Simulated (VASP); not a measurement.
# MgO (P6_3mc) in VASP: further runs, part 2 of 2

VASP 6.6.1. Earlier steps stand in the parts before.

### Step 5. Single point, PBEsol (c/a of the conventional cell at fixed volume 1.4283)

File INCAR:

```
ALGO = Normal
EDIFF = 1E-6
ENCUT = 520
GGA = PS
ISIF = 2
ISMEAR = 0
LASPH = True
LCHARG = True
LELF = True
LREAL = False
LVHAR = True
LWAVE = False
NBANDS = 16
NELM = 60
PREC = Accurate
SIGMA = 0.05
```

File KPOINTS:

```
k-points
0
Gamma
  9 9 6
```

File POSCAR:

```
MgO
1.0
    3.3722815741      0.0000000000      0.0000000000
   -1.6861407870      2.9204815119      0.0000000000
    0.0000000000      0.0000000000      4.8166297723
Mg O
2 2
Direct
    0.3333333333      0.6666666667     -0.0317643073
    0.6666666667      0.3333333333      0.4682356927
    0.3333333333      0.6666666667      0.4009416620
    0.6666666667      0.3333333333      0.9009416620
```

Potentials or basis: VASP PAW PBE potentials, release 64 (Mg, O).

Command:

```sh
> cat potpaw_PBE.64/Mg/POTCAR potpaw_PBE.64/O/POTCAR > POTCAR
> mpirun -np 1 vasp_std > vasp.out
```

OUTCAR:

```text
EDIFF = 1E-6
   ENCUT = 520
   GGA = PS
   ISIF = 2
   ISMEAR = 0
   LASPH = True
   LREAL = False
   NELM = 60
   PREC = Accurate

 ion  position               nearest neighbor table
   1  0.333  0.667  0.968-   4 1.97   4 1.97   4 1.97   3 2.08   3 2.73   2 3.10   2 3.10   2 3.10
                             2 3.10   2 3.10   2 3.10
   2  0.667  0.333  0.468-   3 1.97   3 1.97   3 1.97   4 2.08   4 2.73   1 3.10   1 3.10   1 3.10
                             1 3.10   1 3.10   1 3.10
   3  0.333  0.667  0.401-   2 1.97   2 1.97   2 1.97   1 2.08   1 2.73
   4  0.667  0.333  0.901-   1 1.97   1 1.97   1 1.97   2 2.08   2 2.73

  LATTYP: Found a hexagonal cell.
 ALAT       =     3.3722815741
 C/A-ratio  =     1.4283000000

  Lattice vectors:

 A1 = (   3.3722815741,   0.0000000000,   0.0000000000)
 A2 = (  -1.6861407870,   2.9204815119,   0.0000000000)
 A3 = (   0.0000000000,   0.0000000000,   4.8166297723)

Analysis of symmetry for initial positions (statically):
=====================================================================
 Subroutine PRICEL returns:
 Original cell was already a primitive cell.

 Routine SETGRP: Setting up the symmetry group for a
 hexagonal supercell.

 Subroutine GETGRP returns: Found 12 space group operations
 (whereof  6 operations were pure point group operations)
 out of a pool of 24 trial point group operations.

The static configuration has the point symmetry C_3v.
 The point group associated with its full space group is C_6v.

Analysis of symmetry for dynamics (positions and initial velocities):
=====================================================================
 Subroutine PRICEL returns:
 Original cell was already a primitive cell.

 Routine SETGRP: Setting up the symmetry group for a
 hexagonal supercell.

 Subroutine GETGRP returns: Found 12 space group operations
 (whereof  6 operations were pure point group operations)
 out of a pool of 24 trial point group operations.

The dynamic configuration has the point symmetry C_3v.
 The point group associated with its full space group is C_6v.

 Subroutine INISYM returns: Found 12 space group operations
 (whereof  6 operations are pure point group operations),
 and found     1 'primitive' translations

----------------------------------------------------------------------------------------

                                     Primitive cell

  volume of cell :      47.4375

  direct lattice vectors                    reciprocal lattice vectors
     3.372281574  0.000000000  0.000000000     0.296535143  0.171204645  0.000000000
    -1.686140787  2.920481512  0.000000000     0.000000000  0.342409290  0.000000000
     0.000000000  0.000000000  4.816629772     0.000000000  0.000000000  0.207614047

  length of vectors
     3.372281574  3.372281574  4.816629772     0.342409290  0.342409290  0.207614047

  position of ions in fractional coordinates (direct lattice)
     0.333333333  0.666666667  0.968235693
     0.666666667  0.333333333  0.468235693
     0.333333333  0.666666667  0.400941662
     0.666666667  0.333333333  0.900941662

  ion indices of the primitive-cell ions
   primitive index   ion index
[... 22 lines left out ...]

  Shift w.r.t. Gamma in fractional coordinates (k-lattice)
     0.000000000  0.000000000  0.000000000

 Subroutine IBZKPT returns following result:
 ===========================================

 Found     48 irreducible k-points:

 Following reciprocal coordinates:
            Coordinates               Weight
  0.000000  0.000000  0.000000      1.000000
  0.111111  0.000000  0.000000      6.000000
  0.222222  0.000000  0.000000      6.000000
  0.333333 -0.000000  0.000000      6.000000
  0.444444  0.000000  0.000000      6.000000
  0.111111  0.111111  0.000000      6.000000
[... 16 lines left out ...]
  0.333333  0.222222  0.166667     24.000000
  0.333333  0.333333  0.166667      4.000000
 [... further k-points ...]
   k-points           NKPTS =     48   k-points in BZ     NKDIM =     48   number of bands    NBANDS=     16
   number of dos      NEDOS =    301   number of ions     NIONS =      4
   total plane-waves  NPLWV =  28224
   dimension x,y,z NGX =    28 NGY =   28 NGZ =   36
   dimension x,y,z NGXF=    56 NGYF=   56 NGZF=   72
   ions per type =               2   2
   NGX,Y,Z   is equivalent  to a cutoff of  13.80, 13.80, 12.43 a.u.
   NGXF,Y,Z  is equivalent  to a cutoff of  27.61, 27.61, 24.85 a.u.
 SYSTEM =  unknown system
   PREC   = accura    normal or accurate (medium, high low for compatibility)
   ISTART =      0    job   : 0-new  1-cont  2-samecut
   ICHARG =      2    charge: 1-file 2-atom 10-const
   ISPIN  =      1    spin polarized calculation?
   LNONCOLLINEAR =      F non collinear calculations
   LSORBIT =      F    spin-orbit coupling
   LASPH  =      T    aspherical Exc in radial PAW
   ENCUT  =  520.0 eV  38.22 Ry    6.18 a.u.   6.27  6.27  8.96*2*pi/ulx,y,z
   NELM   =     60;   NELMIN=  2; NELMDL= -5     # of ELM steps
   EDIFF  = 0.1E-05   stopping-criterion for ELM
   LREAL  =      F    real-space projection
   EDIFFG = 0.1E-04   stopping-criterion for IOM
   NSW    =      0    number of steps for IOM
   IBRION =     -1    ionic relax: 0-MD 1-quasi-New 2-CG
   NFREE  =      0    steps in history (QN), initial steepest desc. (CG)
   ISIF   =      2    stress and relaxation
   ISYM   =      2    0-nonsym 1-usesym 2-fastsym
   POTIM  = 0.5000    time-step for ionic-motion
   TEBEG  =    0.0;   TEEND  =   0.0 temperature during run
   PSTRESS=    0.0 pullay stress
   NELECT =      16.0000    total number of electrons
   NUPDOWN=      -1.0000    fix difference up-down
   EMIN   =  10.00;   EMAX   =-10.00  energy-range for DOS
   EFERMI =   0.00;   METHOD = LEGACY
   ISMEAR =     0;   SIGMA  =   0.05  broadening in eV -4-tet -1-fermi 0-gaus
   EFERMI_NEDOS =   21; number of points for ismear=-14 and -15
   IALGO  =     38    algorithm
   IMIX   =      4    mixing-type and parameters
     AMIX     =   0.40;   BMIX     =  1.00
     AMIX_MAG =   1.60;   BMIX_MAG =  1.00
  volume/ion in A,a.u.               =      11.86        80.03
  Fermi-wavevector in a.u.,A,eV,Ry     =   1.139570  2.153475 17.668792  1.298620
  Thomas-Fermi vector in A             =   2.276273
   LORBIT       =      0    0 simple, 1 ext, 2 COOP (PROOUT), +10 PAW based schemes
   GGA     = PS    functional components
   LHFCALC =     F    Hartree Fock is set to
   AEXX    =    0.0000 exact exchange contribution
   IVDW    =     0    specifies the selected vdW correction
   LEPSILON=     F    determine dielectric tensor
   LRPA    =     F    only Hartree local field effects (RPA)
 non-spin polarized calculation
 Gauss-broadening in eV      SIGMA  =   0.05
  energy-cutoff  :      520.00
  volume of cell :       47.44
 maximum number of plane-waves:      1302
 NGX is ok and might be reduce to    28

 number of electron      15.9999999 magnetization

 Free energy of the ion-electron system (eV)
  ---------------------------------------------------
  ext. energy  EPLUGINS =         0.00000000
  ---------------------------------------------------
  free energy    TOTEN  =       -24.52666168 eV

  energy without entropy =      -24.52666168  energy(sigma->0) =      -24.52666168

 E-fermi :   1.5177     XC(G=0):  -9.9718

 val. band max:        1.2997048927   @ k =   0.0000   0.0000   0.0000
 cond. band min:       4.3263749356   @ k =   0.0000   0.0000   0.0000
 fundamental gap:      3.0266700429
 Fermi energy:         1.5177009555

 k-point     1 :       0.0000    0.0000    0.0000
  band No.  band energies     occupation
      1     -15.1505      2.00000
      2     -14.2292      2.00000
      3      -2.2267      2.00000
      4       0.0707      2.00000
      5       0.0707      2.00000
      6       0.5323      2.00000
[... 433 lines left out ...]
      3      -1.7716      2.00000
      4      -1.2236      2.00000
      5      -1.2236      2.00000
      6      -0.2631      2.00000
[... 8 lines left out ...]
     15      14.1810      0.00000
     16      17.9008      0.00000

 [... further k-points ...]
[... 5 lines left out ...]
  --------------------------------------------------------------------------------------
  -------------------------------------------------------------------------------------
  Total       -0.2306306     -0.2306306     -1.8173149     -0.0000000      0.0000000      0.0000000
  in kB       -7.7894335     -7.7894335    -61.3789150     -0.0000000      0.0000000      0.0000000
  external PRESSURE =     -25.6525940 kB  Pullay stress =       0.0000000 kB

 VOLUME and BASIS-vectors are now :
 -----------------------------------------------------------------------------
  energy-cutoff  :      520.00
  volume of cell :       47.44
      direct lattice vectors                 reciprocal lattice vectors
     3.372281574  0.000000000  0.000000000     0.296535143  0.171204645  0.000000000
    -1.686140787  2.920481512  0.000000000     0.000000000  0.342409290  0.000000000
     0.000000000  0.000000000  4.816629772     0.000000000  0.000000000  0.207614047

 POSITION                                       TOTAL-FORCE (eV/Angst)
 -----------------------------------------------------------------------------------
     -0.00000      1.94699      4.66363         0.000000      0.000000      0.233694
      1.68614      0.97349      2.25532         0.000000      0.000000      0.233694
     -0.00000      1.94699      1.93119         0.000000      0.000000     -0.233694
      1.68614      0.97349      4.33950        -0.000000     -0.000000     -0.233694
 -----------------------------------------------------------------------------------
    total drift:                               -0.000000      0.000000     -0.000425

  FREE ENERGIE OF THE ION-ELECTRON SYSTEM (eV)
  ---------------------------------------------------
  free  energy   TOTEN  =       -24.5266616841 eV

  energy  without entropy=      -24.5266616841  energy(sigma->0) =      -24.52666168
```

It took 15 s on 1 thread of Intel Xeon 6975P-C (Granite Rapids), shared host; peak memory 0.18 GiB.

What came out:

| Property | Result |
| --- | --- |
| Free energy | -24.5267 eV |
| Pressure | -2.6 GPa |
| Largest force | 0.234 eV/Å |
| Band gap on the k mesh | 3.03 eV, direct |

Forces in eV/Å, atoms in the order of the input:
```
Mg   0.000  0.000  0.234
Mg   0.000  0.000  0.234
O    0.000  0.000 -0.234
O    0.000  0.000 -0.234
```

Stress tensor (GPa, compression positive):
```
-0.78  0.00  0.00
 0.00 -0.78  0.00
 0.00  0.00 -6.14
```

Levels at points of the mesh, in eV from the valence-band top:
```tsv
k point	band 4	band 5	band 6	band 7	band 8	band 9	band 10	band 11	band 12	band 13
(0.00, 0.00, 0.00)	-1.23	-1.23	-0.77	-0.77	0.00	3.03	8.32	10.26	13.25	13.25
(0.00, 0.00, 0.50)	-2.22	-1.00	-1.00	-1.00	-1.00	5.74	5.74	13.12	13.12	13.69
```

Caveat: the PAW data sets were made with another functional, which shifts forces and pressure a little.

### Step 6. Single point, PBEsol (c/a of the conventional cell at fixed volume 1.4890)

File INCAR:

```
SYSTEM = MgO
PREC = Accurate
ENCUT = 520
EDIFF = 1E-7
ISMEAR = 0
SIGMA = 0.05
LREAL = .FALSE.
LASPH = .TRUE.
NELM = 80
ALGO = Normal
ISIF = 2
LWAVE = .FALSE.
LCHARG = .FALSE.
GGA = PS
NBANDS = 16
```

File KPOINTS:

```
regular mesh
0
G
  9 9 6
  0 0 0
```

File POSCAR:

```
MgO
1.0
    3.3258200135      0.0000000000      0.0000000000
   -1.6629100067      2.8802446201      0.0000000000
    0.0000000000      0.0000000000      4.9521460001
Mg O
2 2
Direct
    0.3333333333      0.6666666667      0.0154725274
    0.6666666667      0.3333333333      0.5154725274
    0.3333333333      0.6666666667      0.4009416620
    0.6666666667      0.3333333333      0.9009416620
```

Potentials or basis: VASP PAW PBE potentials, release 64 (Mg, O).

Command:

```sh
> cat potpaw_PBE.64/Mg/POTCAR potpaw_PBE.64/O/POTCAR > POTCAR
> mpirun -np 1 vasp_std > vasp.out
```

Wall time 20 s (1 thread of Intel Xeon 6975P-C (Granite Rapids), shared host); peak memory 0.19 GiB.

Results (log left out):

| Item | Value |
| --- | --- |
| Free energy | -24.4874 eV |
| Pressure | 0.5 GPa |
| Largest force | 0.758 eV/Å |
| Band gap on the k mesh | 3.40 eV, direct |

Forces on the atoms (eV/Å):
```
Mg   0.000  0.000 -0.758
Mg   0.000  0.000 -0.758
O    0.000  0.000  0.758
O    0.000  0.000  0.758
```

Stress tensor (GPa, compression positive):
```
-3.34  0.00  0.00
 0.00 -3.34  0.00
 0.00  0.00  8.18
```

Levels at points of the mesh, in eV from the valence-band top:
| k point | band 5 | band 6 | band 7 | band 8 | band 9 | band 10 | band 11 | band 12 |
| --- | --- | --- | --- | --- | --- | --- | --- | --- |
| (0.00, 0.00, 0.00) | -0.68 | -0.33 | -0.33 | 0.00 | 3.40 | 8.31 | 10.30 | 13.86 |
| (0.00, 0.00, 0.50) | -0.51 | -0.51 | -0.51 | -0.51 | 5.87 | 5.87 | 13.22 | 13.22 |

Caveat: the PAW data sets were made with another functional, which shifts forces and pressure a little. A k mesh can miss the band edges.

### Step 7. Summary

| cell | gap on the mesh (eV) | pressure (GPa) | largest force (eV/Å) |
| --- | --- | --- | --- |
| a = 3.303, b = 3.303, c = 5.019 Å, angles 90.0, 90.0, 120.0°, 4 atoms | 3.09 | 0.1 | 0.61 |
| a = 3.326, b = 3.326, c = 4.952 Å, angles 90.0, 90.0, 120.0°, 4 atoms | 3.40 | 0.5 | 0.76 |
| a = 3.282, b = 3.282, c = 5.086 Å, angles 90.0, 90.0, 120.0°, 4 atoms | 3.30 | 0.1 | 0.47 |
| a = 3.372, b = 3.372, c = 4.817 Å, angles 90.0, 90.0, 120.0°, 4 atoms | 3.03 | -2.6 | 0.23 |

Some of these runs hold the atoms at other places in the same cell, which the table doesn't show; runs alike in all that it shows share one row.

Alike in all rows: task single point; level PBEsol; potentials or basis VASP PAW PBE potentials, release 64 (Mg, O); no spin polarisation; k mesh 9 × 9 × 6; cutoff (eV) 520; smearing gaussian 0.05 eV.

Caveats: the PAW data sets were made with another functional, which shifts forces and pressure a little.

Total energies depend on the potentials used, so only differences within one code and one set of settings carry meaning.
